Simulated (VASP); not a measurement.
**GaSb: relaxation of cell and atoms with PBE**

The system is GaSb.

```xyz
2
Lattice="0.0000 2.6909 2.6909 2.6909 0.0000 2.6909 2.6909 2.6909 0.0000" Properties=species:S:1:pos:R:3 pbc="T T T"
Ga    0.0000    0.0000    0.0000
Sb    4.0363    4.0363    4.0363
```

```json
{"Program": "VASP 6.6.1", "Task": "relaxation of cell and atoms", "Functional": "PBE", "Potentials or basis": "VASP PAW PBE potentials, release 64 (Ga_d, Sb)", "Cutoff": "500 eV", "k mesh": "6 × 6 × 6", "Occupations": "gaussian, width 0.1 eV", "Spin": "no spin polarisation", "Dipole correction": "no", "Further INCAR settings": "ALGO = Normal; EDIFF = 1e-07; IBRION = 2; EDIFFG = -0.05; NSW = 80; ISIF = 3"}
```

| Item | Value |
| --- | --- |
| Relaxed volume | 29.94 Å³/atom |
| Relaxed cell | a = 4.391 Å, b = 4.391 Å, c = 4.391 Å, α = 60.00°, β = 60.00°, γ = 60.00° |
| Space group after relaxing (to 0.1 Å) | F-43m (No. 216) |
| Energy gained by relaxing | 1166.1 meV/atom |
| Ionic steps | 4 |
| Pressure after relaxing | 0.1 GPa |
| Band gap on the k mesh | zero (filled and empty bands touch) |

The path:
```csv
step,energy change (eV),largest force (eV/Å),pressure (GPa),volume (Å³)
1,0.0000,0.0000,53.20,38.97
2,-1.4796,0.0000,-6.69,88.03
3,-2.3318,0.0000,-0.30,60.37
4,-2.3321,0.0000,0.07,59.88
```

Final structure:
```xyz
2
Lattice="0.0000 3.1051 3.1051 3.1051 0.0000 3.1051 3.1051 3.1051 0.0000" Properties=species:S:1:pos:R:3 pbc="T T T"
Ga    0.0000    0.0000    0.0000
Sb    4.6576    4.6576    4.6576
```

Levels at points of the mesh, in eV from the Fermi level:
```csv
k point,band 5,band 6,band 7,band 8,band 9,band 10,band 11,band 12,band 13
"(0.00, 0.00, 0.00)",-14.94,-11.20,-0.31,-0.03,-0.03,-0.03,2.75,2.75,2.75
"(0.50, 0.00, 0.00)",-14.94,-9.69,-6.18,-1.12,-1.12,0.28,3.71,3.71,6.46
"(0.50, 0.50, 0.00)",-14.94,-8.93,-6.65,-2.45,-2.45,0.92,1.30,8.36,8.36
```

Run time: 47 s on 1 thread of Intel(R) Xeon(R) Platinum 8375C CPU @ 2.90GHz (Ice Lake), with other jobs on the host, peak memory 0.16 GiB.

Caveat: the volume moved by over 15 % at a fixed basis, so the end points are rough; semilocal functionals underestimate gaps, so a narrow gap can read as zero; spin-orbit coupling is left out, which moves the levels of the heavy elements.
